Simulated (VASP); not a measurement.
# Cd (Pm-3m) in VASP: single point with PBE

Aim: the single point of Cd with PBE.

Program: VASP 6.6.1. These are calculated values, not measurements. Logs are shortened: lines on timing, memory, paths and dates and some standing lists are left out, and cuts for length are marked.

**1. The cell of the first run**

The structure is cubic, space group Pm-3m (No. 221). Conventional cell: a = 2.946 Å, b = 2.946 Å, c = 2.946 Å, α = 90.00°, β = 90.00°, γ = 90.00°. Cd (site symmetry m-3m) has 6 Cd at 2.95 Å within 3.9 Å.

This isn't the form of Cd at room conditions, which is hcp.

**2. Single point, PBE (25.56 Å³/atom)**

Input file INCAR:

```
ALGO = Normal
EDIFF = 1E-6
ENCUT = 520
GGA = PE
ISIF = 2
ISMEAR = -1
LASPH = True
LCHARG = True
LELF = True
LREAL = False
LVHAR = True
LWAVE = False
NBANDS = 12
NELM = 80
PREC = Accurate
SIGMA = 0.08
```

Input file KPOINTS:

```
k-points
0
Gamma
  14 14 14
```

Input file POSCAR:

```
Cd
1.0
    2.9455865509      0.0000000000      0.0000000000
    0.0000000000      2.9455865509      0.0000000000
    0.0000000000      0.0000000000      2.9455865509
Cd
1
Direct
    0.0000000000      0.0000000000      0.0000000000
```

Potentials or basis: VASP PAW PBE potentials, release 64 (Cd).

Launch:

```
$ cat potpaw_PBE.64/Cd/POTCAR > POTCAR
$ mpirun -np 1 vasp_std > vasp.out
```

OUTCAR:

```text
EDIFF = 1E-6
   ENCUT = 520
   GGA = PE
   ISIF = 2
   ISMEAR = -1
   LASPH = True
   LREAL = False
   NELM = 80
   PREC = Accurate

 ion  position               nearest neighbor table
   1  0.000  0.000  0.000-

  LATTYP: Found a simple cubic cell.
 ALAT       =     2.9455865509

  Lattice vectors:

 A1 = (   2.9455865509,   0.0000000000,   0.0000000000)
 A2 = (   0.0000000000,   2.9455865509,   0.0000000000)
 A3 = (   0.0000000000,   0.0000000000,   2.9455865509)

Analysis of symmetry for initial positions (statically):
=====================================================================
 Subroutine PRICEL returns:
 Original cell was already a primitive cell.

 Routine SETGRP: Setting up the symmetry group for a
 simple cubic supercell.

 Subroutine GETGRP returns: Found 48 space group operations
 (whereof 48 operations were pure point group operations)
 out of a pool of 48 trial point group operations.

The static configuration has the point symmetry O_h .

Analysis of symmetry for dynamics (positions and initial velocities):
=====================================================================
 Subroutine PRICEL returns:
 Original cell was already a primitive cell.

 Routine SETGRP: Setting up the symmetry group for a
 simple cubic supercell.

 Subroutine GETGRP returns: Found 48 space group operations
 (whereof 48 operations were pure point group operations)
 out of a pool of 48 trial point group operations.

The dynamic configuration has the point symmetry O_h .

 Subroutine INISYM returns: Found 48 space group operations
 (whereof 48 operations are pure point group operations),
 and found     1 'primitive' translations

----------------------------------------------------------------------------------------

                                     Primitive cell

  volume of cell :      25.5573

  direct lattice vectors                    reciprocal lattice vectors
     2.945586551  0.000000000  0.000000000     0.339490958  0.000000000  0.000000000
     0.000000000  2.945586551  0.000000000     0.000000000  0.339490958  0.000000000
     0.000000000  0.000000000  2.945586551     0.000000000  0.000000000  0.339490958

  length of vectors
     2.945586551  2.945586551  2.945586551     0.339490958  0.339490958  0.339490958

  position of ions in fractional coordinates (direct lattice)
     0.000000000  0.000000000  0.000000000

  ion indices of the primitive-cell ions
   primitive index   ion index
                 1           1

----------------------------------------------------------------------------------------

 KPOINTS: k-points

Automatic generation of k-mesh.
 Grid dimensions read from file:
 generate k-points for:   14   14   14

 Generating k-lattice:

  Cartesian coordinates                     Fractional coordinates (reciprocal lattice)
     0.024249354  0.000000000  0.000000000     0.071428571  0.000000000  0.000000000
     0.000000000  0.024249354  0.000000000     0.000000000  0.071428571  0.000000000
     0.000000000  0.000000000  0.024249354     0.000000000  0.000000000  0.071428571

  Length of vectors
     0.024249354  0.024249354  0.024249354

  Shift w.r.t. Gamma in fractional coordinates (k-lattice)
     0.000000000  0.000000000  0.000000000

 Subroutine IBZKPT returns following result:
 ===========================================

 Found    120 irreducible k-points:

 Following reciprocal coordinates:
            Coordinates               Weight
  0.000000  0.000000  0.000000      1.000000
  0.071429  0.000000  0.000000      6.000000
  0.142857  0.000000  0.000000      6.000000
  0.214286  0.000000  0.000000      6.000000
  0.285714  0.000000  0.000000      6.000000
  0.357143  0.000000  0.000000      6.000000
[... 16 lines left out ...]
  0.285714  0.214286  0.000000     24.000000
  0.357143  0.214286  0.000000     24.000000
 [... further k-points ...]
   k-points           NKPTS =    120   k-points in BZ     NKDIM =    120   number of bands    NBANDS=     12
   number of dos      NEDOS =    301   number of ions     NIONS =      1
   total plane-waves  NPLWV =  13824
   dimension x,y,z NGX =    24 NGY =   24 NGZ =   24
   dimension x,y,z NGXF=    48 NGYF=   48 NGZF=   48
   ions per type =               1
   NGX,Y,Z   is equivalent  to a cutoff of  13.55, 13.55, 13.55 a.u.
   NGXF,Y,Z  is equivalent  to a cutoff of  27.09, 27.09, 27.09 a.u.
 SYSTEM =  unknown system
   PREC   = accura    normal or accurate (medium, high low for compatibility)
   ISTART =      0    job   : 0-new  1-cont  2-samecut
   ICHARG =      2    charge: 1-file 2-atom 10-const
   ISPIN  =      1    spin polarized calculation?
   LNONCOLLINEAR =      F non collinear calculations
   LSORBIT =      F    spin-orbit coupling
   LASPH  =      T    aspherical Exc in radial PAW
   ENCUT  =  520.0 eV  38.22 Ry    6.18 a.u.   5.48  5.48  5.48*2*pi/ulx,y,z
   NELM   =     80;   NELMIN=  2; NELMDL= -5     # of ELM steps
   EDIFF  = 0.1E-05   stopping-criterion for ELM
   LREAL  =      F    real-space projection
   EDIFFG = 0.1E-04   stopping-criterion for IOM
   NSW    =      0    number of steps for IOM
   IBRION =     -1    ionic relax: 0-MD 1-quasi-New 2-CG
   NFREE  =      0    steps in history (QN), initial steepest desc. (CG)
   ISIF   =      2    stress and relaxation
   ISYM   =      2    0-nonsym 1-usesym 2-fastsym
   POTIM  = 0.5000    time-step for ionic-motion
   TEBEG  =    0.0;   TEEND  =   0.0 temperature during run
   PSTRESS=    0.0 pullay stress
   NELECT =      12.0000    total number of electrons
   NUPDOWN=      -1.0000    fix difference up-down
   EMIN   =  10.00;   EMAX   =-10.00  energy-range for DOS
   EFERMI =   0.00;   METHOD = LEGACY
   ISMEAR =    -1;   SIGMA  =   0.08  broadening in eV -4-tet -1-fermi 0-gaus
   EFERMI_NEDOS =   21; number of points for ismear=-14 and -15
   IALGO  =     38    algorithm
   IMIX   =      4    mixing-type and parameters
     AMIX     =   0.40;   BMIX     =  1.00
     AMIX_MAG =   1.60;   BMIX_MAG =  1.00
  volume/ion in A,a.u.               =      25.56       172.47
  Fermi-wavevector in a.u.,A,eV,Ry     =   1.272419  2.404523 22.028512  1.619050
  Thomas-Fermi vector in A             =   2.405298
   LORBIT       =      0    0 simple, 1 ext, 2 COOP (PROOUT), +10 PAW based schemes
   GGA     = PE    functional components
   LHFCALC =     F    Hartree Fock is set to
   AEXX    =    0.0000 exact exchange contribution
   IVDW    =     0    specifies the selected vdW correction
   LEPSILON=     F    determine dielectric tensor
   LRPA    =     F    only Hartree local field effects (RPA)
 non-spin polarized calculation
  energy-cutoff  :      520.00
  volume of cell :       25.56
 maximum number of plane-waves:       715
 NGX is ok and might be reduce to    24
   NGX = 11   NGY = 11   NGZ = 11

 number of electron      12.0000002 magnetization

 Free energy of the ion-electron system (eV)
  ---------------------------------------------------
  ext. energy  EPLUGINS =         0.00000000
  ---------------------------------------------------
  free energy    TOTEN  =        -0.61802234 eV

  energy without entropy =       -0.60976543  energy(sigma->0) =       -0.61389388

 E-fermi :   1.6906     XC(G=0): -10.0867

 val. band max:        1.6739157631   @ k =   0.5000   0.2857   0.1429
 cond. band min:       1.7299217649   @ k =   0.4286   0.2143   0.0000
 fundamental gap:      0.0560060018
 Fermi energy:         1.6906291284

 k-point     1 :       0.0000    0.0000    0.0000
  band No.  band energies     occupation
      1      -7.8940      2.00000
      2      -7.8940      2.00000
      3      -6.4475      2.00000
      4      -6.4475      2.00000
      5      -6.4475      2.00000
      6      -5.9890      2.00000
      7      11.7682      0.00000
      8      11.7682      0.00000
      9      11.7682      0.00000
     10      15.3424      0.00000
     11      15.3424      0.00000
     12      16.1983      0.00000

 k-point     2 :       0.0714    0.0000    0.0000
  band No.  band energies     occupation
      1      -7.8880      2.00000
      2      -7.8517      2.00000
      3      -6.4698      2.00000
      4      -6.4698      2.00000
      5      -6.4456      2.00000
      6      -5.8918      2.00000
      7      10.5758      0.00000
      8      11.8914      0.00000
      9      11.8914      0.00000
     10      15.3750      0.00000
     11      15.8091      0.00000
     12      17.0940      0.00000

 k-point     3 :       0.1429    0.0000    0.0000
  band No.  band energies     occupation
      1      -7.8711      2.00000
      2      -7.7394      2.00000
      3      -6.5317      2.00000
      4      -6.5317      2.00000
      5      -6.4404      2.00000
      6      -5.5911      2.00000
      7       8.5391      0.00000
      8      12.2533      0.00000
      9      12.2533      0.00000
     10      15.4732      0.00000
     11      16.0050      0.00000
     12      19.4382      0.00000

 k-point     4 :       0.2143    0.0000    0.0000
  band No.  band energies     occupation
      1      -7.8465      2.00000
      2      -7.5919      2.00000
      3      -6.6195      2.00000
      4      -6.6195      2.00000
      5      -6.4328      2.00000
      6      -5.0678      2.00000
      7       6.4588      0.00000
      8      12.8320      0.00000
      9      12.8320      0.00000
     10      15.6360      0.00000
     11      16.2010      0.00000
     12      22.1190      0.00000

 k-point     5 :       0.2857    0.0000    0.0000
  band No.  band energies     occupation
      1      -7.8191      2.00000
      2      -7.4448      2.00000
      3      -6.7151      2.00000
      4      -6.7151      2.00000
      5      -6.4243      2.00000
      6      -4.3108      2.00000
      7       4.4651      0.00000
      8      13.5899      0.00000
      9      13.5899      0.00000
     10      15.8574      0.00000
     11      16.4449      0.00000
     12      21.7220      0.00000
[... 228 lines left out ...]
      1      -7.6627      2.00000
      2      -7.0505      2.00000
      3      -7.0493      2.00000
      4      -6.8646      2.00000
      5      -6.4875      2.00000
      6      -0.6913      2.00000
      7      -0.0026      2.00000
      8      12.6209      0.00000
      9      13.7659      0.00000
     10      16.2796      0.00000
     11      17.0993      0.00000
     12      19.6838      0.00000

 k-point    22 :       0.2143    0.2143    0.0000
  band No.  band energies     occupation
      1      -7.6907      2.00000
      2      -7.3125      2.00000
      3      -6.8839      2.00000
      4      -6.6104      2.00000
      5      -6.5896      2.00000
      6      -4.1619      2.00000
      7       6.9275      0.00000
      8       7.7929      0.00000
      9      13.9059      0.00000
     10      16.3309      0.00000
     11      17.5153      0.00000
     12      22.1482      0.00000

 k-point    23 :       0.2857    0.2143    0.0000
  band No.  band energies     occupation
      1      -7.6462      2.00000
      2      -7.1302      2.00000
      3      -7.0125      2.00000
      4      -6.6940      2.00000
      5      -6.5878      2.00000
      6      -3.4381      2.00000
      7       5.2554      0.00000
      8       8.1420      0.00000
      9      14.6768      0.00000
     10      15.8055      0.00000
     11      16.6515      0.00000
     12      22.3238      0.00000

 k-point    24 :       0.3571    0.2143    0.0000
  band No.  band energies     occupation
      1      -7.6123      2.00000
      2      -7.1231      2.00000
      3      -6.9708      2.00000
      4      -6.7756      2.00000
      5      -6.5783      2.00000
      6      -2.4911      2.00000
      7       3.4205      0.00000
      8       8.9400      0.00000
      9      14.2023      0.00000
     10      15.5785      0.00000
     11      17.0252      0.00000
     12      21.3539      0.00000

 [... further k-points ...]

------------------------ aborting loop because EDIFF is reached ----------------------------------------

  FORCE on cell =-STRESS in cart. coord.  units (eV):
  Direction    XX          YY          ZZ          XY          YZ          ZX
  --------------------------------------------------------------------------------------
  -------------------------------------------------------------------------------------
  Total        0.3314551      0.3314551      0.3314551     -0.0000000      0.0000000     -0.0000000
  in kB       20.7787737     20.7787737     20.7787737     -0.0000000      0.0000000     -0.0000000
  external PRESSURE =      20.7787737 kB  Pullay stress =       0.0000000 kB

 VOLUME and BASIS-vectors are now :
 -----------------------------------------------------------------------------
  energy-cutoff  :      520.00
  volume of cell :       25.56
      direct lattice vectors                 reciprocal lattice vectors
     2.945586551  0.000000000  0.000000000     0.339490958  0.000000000  0.000000000
     0.000000000  2.945586551  0.000000000     0.000000000  0.339490958  0.000000000
     0.000000000  0.000000000  2.945586551     0.000000000  0.000000000  0.339490958

 POSITION                                       TOTAL-FORCE (eV/Angst)
 -----------------------------------------------------------------------------------
      0.00000      0.00000      0.00000         0.000000      0.000000      0.000000
 -----------------------------------------------------------------------------------
    total drift:                                0.000000      0.000000     -0.000000

  FREE ENERGIE OF THE ION-ELECTRON SYSTEM (eV)
  ---------------------------------------------------
  free  energy   TOTEN  =        -0.6180223423 eV

  energy  without entropy=       -0.6097654260  energy(sigma->0) =       -0.61389388
```

Wall time 19 s (1 thread of AMD EPYC 7R13 (Zen 3), shared host); peak memory 0.13 GiB.

What came out:

```yaml
Free_energy: -0.6180 eV
Pressure: 2.1 GPa
Band_gap_on_the_k_mesh: zero (bands 6 and 7 overlap by 6.82 eV)
```
